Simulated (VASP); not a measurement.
# MoS2 (P6_3/mmc) in VASP: further runs, part 2 of 2

VASP 6.6.1.

## 4. Relaxation of cell and atoms, LDA

This run uses another cell than the first one, of 19.68 Å³/atom.

Input file INCAR:

```
SYSTEM = MoS2
ALGO = Normal ; EDIFF = 1E-6
EDIFFG = -0.005 ; ENCUT = 600
IBRION = 2 ; ISIF = 3
ISMEAR = 0 ; LASPH = .TRUE.
LCHARG = .FALSE. ; LREAL = .FALSE.
LWAVE = .FALSE. ; NELM = 80
NSW = 100 ; PREC = Accurate
SIGMA = 0.02
```

Input file KPOINTS:

```
k-points
0
G
  12 12 2
  0 0 0
```

Input file POSCAR:

```
MoS2
1.0
    3.1922379100      0.0000000000      0.0000000000
   -1.5961189600      2.7645591300      0.0000000000
    0.0000000000      0.0000000000     13.3782940000
Mo S
2 4
Direct
    0.6666666700      0.3333333300      0.2500000000
    0.3333333300      0.6666666700      0.7500000000
    0.6666666700      0.3333333300      0.6330820000
    0.3333333300      0.6666666700      0.3669180000
    0.6666666700      0.3333333300      0.8669180000
    0.3333333300      0.6666666700      0.1330820000
```

Potentials or basis: VASP PAW LDA potentials, release 64 (Mo_sv, S).

Launch:

```
$ cat potpaw_LDA.64/Mo_sv/POTCAR potpaw_LDA.64/S/POTCAR > POTCAR
$ mpirun -np 1 vasp_std > vasp.out
```

OUTCAR:

```text
SYSTEM = MoS2
   EDIFF = 1E-6
   EDIFFG = -0.005
   ENCUT = 600
   IBRION = 2
   ISIF = 3
   ISMEAR = 0
   LASPH = .TRUE.
   LREAL = .FALSE.
   NELM = 80
   NSW = 100
   PREC = Accurate

 ion  position               nearest neighbor table
   1  0.667  0.333  0.250-   4 2.42   6 2.42   4 2.42   6 2.42   4 2.42   6 2.42
   2  0.333  0.667  0.750-   3 2.42   5 2.42   3 2.42   5 2.42   3 2.42   5 2.42
   3  0.667  0.333  0.633-   2 2.42   2 2.42   2 2.42
   4  0.333  0.667  0.367-   1 2.42   1 2.42   1 2.42
   5  0.667  0.333  0.867-   2 2.42   2 2.42   2 2.42
   6  0.333  0.667  0.133-   1 2.42   1 2.42   1 2.42

  LATTYP: Found a hexagonal cell.
 ALAT       =     3.1922379100
 C/A-ratio  =     4.1908825022

  Lattice vectors:

 A1 = (   3.1922379100,   0.0000000000,   0.0000000000)
 A2 = (  -1.5961189600,   2.7645591300,   0.0000000000)
 A3 = (   0.0000000000,   0.0000000000,  13.3782940000)

Analysis of symmetry for initial positions (statically):
=====================================================================
 Subroutine PRICEL returns:
 Original cell was already a primitive cell.

 Routine SETGRP: Setting up the symmetry group for a
 hexagonal supercell.

 Subroutine GETGRP returns: Found 24 space group operations
 (whereof 12 operations were pure point group operations)
 out of a pool of 24 trial point group operations.

The static configuration has the point symmetry D_3d.
 The point group associated with its full space group is D_6h.

Analysis of symmetry for dynamics (positions and initial velocities):
=====================================================================
 Subroutine PRICEL returns:
 Original cell was already a primitive cell.

 Routine SETGRP: Setting up the symmetry group for a
 hexagonal supercell.

 Subroutine GETGRP returns: Found 24 space group operations
 (whereof 12 operations were pure point group operations)
 out of a pool of 24 trial point group operations.

The dynamic configuration has the point symmetry D_3d.
[... 151 lines left out ...]

 Free energy of the ion-electron system (eV)
  ---------------------------------------------------
  ext. energy  EPLUGINS =         0.00000000
  ---------------------------------------------------
  free energy    TOTEN  =       -48.73883230 eV

  energy without entropy =      -48.73883230  energy(sigma->0) =      -48.73883230

------------------------ aborting loop because EDIFF is reached ----------------------------------------

  FORCE on cell =-STRESS in cart. coord.  units (eV):
  Direction    XX          YY          ZZ          XY          YZ          ZX
  --------------------------------------------------------------------------------------
  -------------------------------------------------------------------------------------
  Total       -5.4652787     -5.4652787     -4.7764311      0.0000000     -0.0000000      0.0000000
  in kB      -74.1653460    -74.1653463    -64.8174930      0.0000001     -0.0000000      0.0000000
  external PRESSURE =     -71.0493951 kB  Pullay stress =       0.0000000 kB
[... 101 lines left out ...]
  FREE ENERGIE OF THE ION-ELECTRON SYSTEM (eV)
  ---------------------------------------------------
  free  energy   TOTEN  =       -48.8697265402 eV

  energy  without entropy=      -48.8697265402  energy(sigma->0) =      -48.86972654

[... ionic steps 4 to 21 ...]

--------------------------------------- Ionic step       22  -------------------------------------------

 number of electron      52.0000002 magnetization

------------------------ aborting loop because EDIFF is reached ----------------------------------------
[... 75 lines left out ...]
--------------------------------------- Ionic step       24  -------------------------------------------

 number of electron      52.0000001 magnetization

 Free energy of the ion-electron system (eV)
  ---------------------------------------------------
  ext. energy  EPLUGINS =         0.00000000
  ---------------------------------------------------
  free energy    TOTEN  =       -48.96312382 eV

  energy without entropy =      -48.96312382  energy(sigma->0) =      -48.96312382

 E-fermi :   8.1703     XC(G=0): -11.3752

 val. band max:        8.0500879951   @ k =   0.0000   0.0000   0.0000
 cond. band min:       8.7887217506   @ k =   0.1667   0.1667   0.0000
 fundamental gap:      0.7386337555
 Fermi energy:         8.1703270089

 k-point     1 :       0.0000    0.0000    0.0000
  band No.  band energies     occupation
      1     -53.1304      2.00000
      2     -53.1304      2.00000
      3     -27.5232      2.00000
      4     -27.5231      2.00000
      5     -27.2338      2.00000
      6     -27.2338      2.00000
[... 805 lines left out ...]
     30       9.7207      0.00000
     31      11.0232      0.00000

 [... further k-points ...]

------------------------ aborting loop because EDIFF is reached ----------------------------------------

  FORCE on cell =-STRESS in cart. coord.  units (eV):
  Direction    XX          YY          ZZ          XY          YZ          ZX
  --------------------------------------------------------------------------------------
  -------------------------------------------------------------------------------------
  Total        0.0036952      0.0036952      0.0149630     -0.0000000     -0.0000000      0.0000000
  in kB        0.0580128      0.0580128      0.2349130     -0.0000000     -0.0000000      0.0000000
  external PRESSURE =       0.1169796 kB  Pullay stress =       0.0000000 kB
[... 21 lines left out ...]
  FREE ENERGIE OF THE ION-ELECTRON SYSTEM (eV)
  ---------------------------------------------------
  free  energy   TOTEN  =       -48.9631238234 eV

  energy  without entropy=      -48.9631238234  energy(sigma->0) =      -48.96312382

 reached required accuracy - stopping structural energy minimisation
```

CONTCAR:

```text
MoS2
   1.00000000000000
     3.1236175885071416    0.0000000001263098   -0.0000000000000000
    -1.5618087990367018    2.7051321879808561   -0.0000000000000000
    -0.0000000000000000   -0.0000000000000000   12.0774536023550674
  Mo              S
     2     4
Direct
     0.6666666699999979    0.3333333300000021    0.2500000000000000
     0.3333333300000021    0.6666666699999979    0.7500000000000000
     0.6666666699999979    0.3333333300000021    0.6212932504947467
     0.3333333300000021    0.6666666699999979    0.3787067495052532
     0.6666666699999979    0.3333333300000021    0.8787067495052533
     0.3333333300000021    0.6666666699999979    0.1212932504947468

  0.00000000E+00  0.00000000E+00  0.00000000E+00
  0.00000000E+00  0.00000000E+00  0.00000000E+00
  0.00000000E+00  0.00000000E+00  0.00000000E+00
  0.00000000E+00  0.00000000E+00  0.00000000E+00
  0.00000000E+00  0.00000000E+00  0.00000000E+00
  0.00000000E+00  0.00000000E+00  0.00000000E+00
```

Run time: 63 min. Hardware: 1 thread of Intel Xeon 8259CL, shared host; peak memory 0.33 GiB.

What came out:

```
Free energy                           : -48.9631 eV
Relaxed volume                        : 17.01 Å³/atom
Relaxed cell                          : a = 3.124 Å, b = 3.124 Å, c = 12.077 Å, α = 90.00°, β = 90.00°, γ = 120.00°
Space group after relaxing (to 0.1 Å) : P6_3/mmc (No. 194)
Energy gained by relaxing             : 37.4 meV/atom
Ionic steps                           : 24
Pressure after relaxing               : 0.0 GPa
Band gap on the k mesh                : 0.74 eV (least direct gap 1.76 eV)
```

The path:
| step | energy change (eV) | largest force (eV/Å) | pressure (GPa) | volume (Å³) |
| --- | --- | --- | --- | --- |
| 1 | 0.0000 | 0.5737 | -7.10 | 118.07 |
| 2 | 0.3987 | 2.4116 | 17.12 | 103.77 |
| 3 | -0.1309 | 0.2882 | -0.53 | 113.03 |
| 4 | -0.1310 | 0.3113 | -0.37 | 112.91 |
| 5 | -0.1462 | 0.0973 | -0.20 | 111.80 |
| 6 | -0.1462 | 0.0841 | -0.17 | 111.73 |
| 7 | -0.1503 | 0.0966 | -0.09 | 111.29 |
| 8 | -0.1622 | 0.1365 | 0.22 | 109.95 |
| 9 | -0.1839 | 0.2268 | 0.93 | 107.27 |
| 10 | -0.2018 | 0.4399 | 3.06 | 101.96 |
| 11 | -0.2026 | 0.4329 | 3.03 | 101.91 |
| 12 | -0.2046 | 0.4135 | 2.92 | 101.77 |
| 13 | -0.2082 | 0.3740 | 2.73 | 101.50 |
| 14 | -0.2134 | 0.2955 | 2.36 | 100.94 |
| 15 | -0.2146 | 0.1387 | 1.71 | 99.83 |
| 16 | -0.2156 | 0.1980 | 1.95 | 100.24 |
| 17 | -0.2175 | 0.1765 | 1.72 | 100.46 |
| 18 | -0.2218 | 0.1126 | 1.06 | 101.12 |
| 19 | -0.2241 | 0.0151 | -0.20 | 102.44 |
| 20 | -0.2243 | 0.0099 | 0.03 | 102.18 |
| 21 | -0.2243 | 0.0136 | 0.06 | 102.14 |
| 22 | -0.2243 | 0.0122 | 0.06 | 102.13 |
| 23 | -0.2243 | 0.0078 | 0.05 | 102.11 |
| 24 | -0.2243 | 0.0012 | 0.01 | 102.05 |

Final structure:
```cif
data_structure
_symmetry_space_group_name_H-M 'P 1'
_symmetry_Int_Tables_number 1
_cell_length_a 3.1236
_cell_length_b 3.1236
_cell_length_c 12.0775
_cell_angle_alpha 90.000
_cell_angle_beta 90.000
_cell_angle_gamma 120.000
_cell_volume 102.05
loop_
_atom_site_label
_atom_site_type_symbol
_atom_site_fract_x
_atom_site_fract_y
_atom_site_fract_z
_atom_site_occupancy
Mo1 Mo 0.66667 0.33333 0.25000 1
Mo2 Mo 0.33333 0.66667 0.75000 1
S1 S 0.66667 0.33333 0.62129 1
S2 S 0.33333 0.66667 0.37871 1
S3 S 0.66667 0.33333 0.87871 1
S4 S 0.33333 0.66667 0.12129 1
```

A k mesh can miss the band edges.

## 5. Summary

| task | cell | k mesh | cutoff (eV) | gap on the mesh (eV) | pressure (GPa) | largest force (eV/Å) |
| --- | --- | --- | --- | --- | --- | --- |
| single point | a = 3.122, b = 3.122, c = 12.079 Å, angles 90.0, 90.0, 120.0°, 6 atoms, atomic positions A | 12 × 12 × 2 | 520 | 0.74 | 0.1 | 0.02 |
| single point | a = 3.122, b = 3.122, c = 12.079 Å, angles 90.0, 90.0, 120.0°, 6 atoms, atomic positions A | 12 × 12 × 4 | 520 | 0.74 | 0.1 | 0.02 |
| relaxation of cell and atoms | relaxed from a = 3.192, b = 3.192, c = 13.378 Å, angles 90.0, 90.0, 120.0°, 6 atoms, atomic positions B | 12 × 12 × 2 | 600 | 0.74 | 0.0 | - |

Alike in all rows: level LDA; potentials or basis VASP PAW LDA potentials, release 64 (Mo_sv, S); no spin polarisation; smearing gaussian 0.02 eV.

Absolute energies hang on the potentials; compare differences alone.
